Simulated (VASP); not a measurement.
Set up this calculation in VASP 6.6.1, as the native input.

```
Task                   : single point
Functional             : PBEsol
Dispersion             : D3(BJ)
Potentials or basis    : VASP PAW PBE potentials, release 64 (Te, Be)
Cutoff                 : 520 eV
k mesh                 : 8 × 8 × 8
Occupations            : fermi-dirac, width 0.05 eV
Spin                   : no spin polarisation
Dipole correction      : no
Further INCAR settings : ALGO = Normal; EDIFF = 1e-06; NBANDS = 11
```

The structure of BeTe lies in POSCAR:

```
BeTe
1.0
    0.0000000000      2.7700000000      2.7700000000
    2.7700000000      0.0000000000      2.7700000000
    2.7700000000      2.7700000000      0.0000000000
Te Be
1 1
Direct
    0.7500000000      0.7500000000      0.7500000000
    0.0000000000      0.0000000000      0.0000000000
```

The input as run:

INCAR

```
SYSTEM = BeTe
PREC = Accurate
ENCUT = 520
EDIFF = 1E-6
ISMEAR = -1
SIGMA = 0.05
LREAL = .FALSE.
LASPH = .TRUE.
NELM = 100
ALGO = Normal
ISIF = 2
LWAVE = .FALSE.
LCHARG = .FALSE.
GGA = PS
IVDW = 12
NBANDS = 11
```

KPOINTS

```
regular mesh
0
G
  8 8 8
  0 0 0
```

Potentials or basis: VASP PAW PBE potentials, release 64 (Te, Be).

The run is started by

```bash
$ cat potpaw_PBE.64/Te/POTCAR potpaw_PBE.64/Be/POTCAR > POTCAR
$ mpirun -np 1 vasp_std > vasp.out
```

Results of the run:

The pressure is 0.2 GPa. The band gap on the k mesh is 1.73 eV, indirect (least direct gap 3.55 eV). The dispersion energy per atom is -0.318 eV.

Caveat: the PAW data sets were made with another functional, which shifts forces and pressure a little; spin-orbit coupling is left out, which moves the levels of the heavy elements.

Run time: 15 s on 1 thread of Intel(R) Xeon(R) Platinum 8259CL CPU @ 2.50GHz (Skylake/Cascade Lake) (shared host), peak memory 0.18 GiB.
